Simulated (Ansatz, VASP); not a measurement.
One calculation of NaF, two programs

```
Na F
1.0
     0.00000    2.31362    2.31362
     2.31362    0.00000    2.31362
     2.31362    2.31362    0.00000
Na F
1 1
Direct
  0.00000 0.00000 0.00000
  0.50000 0.50000 0.50000
```

Alike in both runs: functional PBE; dispersion D3(BJ); k mesh 8 × 8 × 8; occupations gaussian, width 0.02 eV; no spin polarisation.

Ansatz relaxed the structure, and its values are those at the end. VASP's run is a single point on that final structure, the one shown.

```csv
,VASP,Ansatz
version,VASP 6.6.1,Ansatz 0.2.0
potentials or method,"VASP PAW PBE potentials, release 64 (Na_pv, F), cutoff 600 eV","scalar-relativistic, plane waves, PAW"
valence electrons in the cell,14,16
```

Ansatz gave:

| Quantity | Value |
| --- | --- |
| gap on the k mesh at the Fermi level (eV) | 6.34 |
| least direct gap on the mesh (eV) | 6.34 |
| pressure (GPa) | 0.0 |

Which values does VASP return?

gap on the k mesh at the Fermi level (eV): 6.33; least direct gap on the mesh (eV): 6.33; pressure (GPa): -0.2.

VASP's potentials hold 14 valence electrons a cell and Ansatz's 16, so a difference there can come from the potentials and not from the codes.
